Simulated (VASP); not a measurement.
B3C2Br: relaxation of cell and atoms with PBE

The system is B3C2Br.

```
B C Br
1.0
     4.44072    0.00000    0.00000
     0.00000    4.44072    0.00000
     0.00000    0.00000    4.87118
B C Br
3 2 1
Direct
  0.00000 0.00000 0.48675
  0.50000 0.50000 0.97982
  0.00000 0.00000 0.75105
  0.50000 0.00000 0.68744
  0.00000 0.50000 0.68744
  0.00000 0.00000 0.17736
```

The cell was built from a structure type or drawn by symmetry, and may not be a known phase.

```
Program                : VASP 6.6.1
Task                   : relaxation of cell and atoms
Functional             : PBE
Potentials or basis    : VASP PAW PBE potentials, release 64 (B, C, Br)
Cutoff                 : 600 eV
k mesh                 : 4 × 4 × 4
Occupations            : gaussian, width 0.1 eV
Spin                   : collinear spin
Starting moments       : [0.0, 0.0, 0.0, 1.0, 1.0, 0.0] μB
Dipole correction      : no
Further INCAR settings : ALGO = Normal; EDIFF = 1e-07; IBRION = 2; EDIFFG = -0.04; NSW = 90; ISIF = 3
```

```
Relaxed volume                                        : 13.06 Å³/atom
Relaxed cell                                          : a = 3.264 Å, b = 3.264 Å, c = 7.356 Å, α = 90.00°, β = 90.00°, γ = 90.00°
Space group after relaxing (to 0.1 Å)                 : P4mm (No. 99)
Pressure after relaxing                               : 0.0 GPa
Largest force after relaxing                          : 0.018 eV/Å
Band gap on the k mesh                                : zero (filled and empty bands overlap)
Net moment                                            : 0.00 μB per cell
Valence electrons inside the program's atomic spheres : B 1.79, 1.83, 1.93; C 2.35; Br 4.95
```

Forces in eV/Å, atoms in the order of the input:
```
B    0.000  0.000 -0.012
B    0.000  0.000  0.011
B    0.000  0.000  0.018
C    0.000  0.000 -0.004
C    0.000  0.000 -0.004
Br   0.000  0.000 -0.010
```

Final structure:
```
CELL_PARAMETERS angstrom
3.26399 0.00000 0.00000
0.00000 3.26399 0.00000
0.00000 0.00000 7.35639
ATOMIC_POSITIONS crystal
B 0.00000 0.00000 0.46461
B 0.50000 0.50000 0.83823
B 0.00000 0.00000 0.68156
C 0.50000 0.00000 0.78382
C 0.00000 0.50000 0.78382
Br 0.00000 0.00000 0.21781
```

Levels at points of the mesh, in eV from the Fermi level:
Spin up:
```tsv
k point	band 10	band 11	band 12	band 13	band 14	band 15
(0.00, 0.00, 0.00)	-3.05	-0.18	-0.18	0.75	1.56	2.84
(0.50, 0.00, 0.00)	-2.54	-2.01	-1.68	-0.64	0.18	3.00
(0.50, 0.50, 0.00)	-3.25	-3.25	0.39	1.15	1.15	3.91
(0.00, 0.00, 0.50)	-3.02	-0.13	-0.13	0.62	1.55	2.92
(0.50, 0.00, 0.50)	-2.59	-1.83	-1.65	-0.77	-0.35	3.11
(0.50, 0.50, 0.50)	-2.90	-2.90	0.31	0.58	0.58	4.13
```
Spin down:
```csv
k point,band 9,band 10,band 11,band 12,band 13,band 14,band 15,band 16
"(0.00, 0.00, 0.00)",-3.05,-3.05,-0.18,-0.18,0.75,1.56,2.84,2.84
"(0.50, 0.00, 0.00)",-3.75,-2.54,-2.01,-1.68,-0.64,0.18,3.00,3.47
"(0.50, 0.50, 0.00)",-4.76,-3.25,-3.25,0.39,1.15,1.15,3.91,4.13
"(0.00, 0.00, 0.50)",-3.08,-3.02,-0.13,-0.13,0.62,1.55,2.92,2.92
"(0.50, 0.00, 0.50)",-3.72,-2.59,-1.83,-1.65,-0.77,-0.35,3.11,4.37
"(0.50, 0.50, 0.50)",-5.04,-2.90,-2.90,0.31,0.58,0.58,4.13,4.40
```

Wall time 32 min on 1 thread of Intel(R) Xeon(R) Platinum 8488C (Sapphire Rapids), with other jobs on the host, peak memory 0.3 GiB.

Caveat: the volume moved by over 15 % at a fixed basis, so the end points are rough.
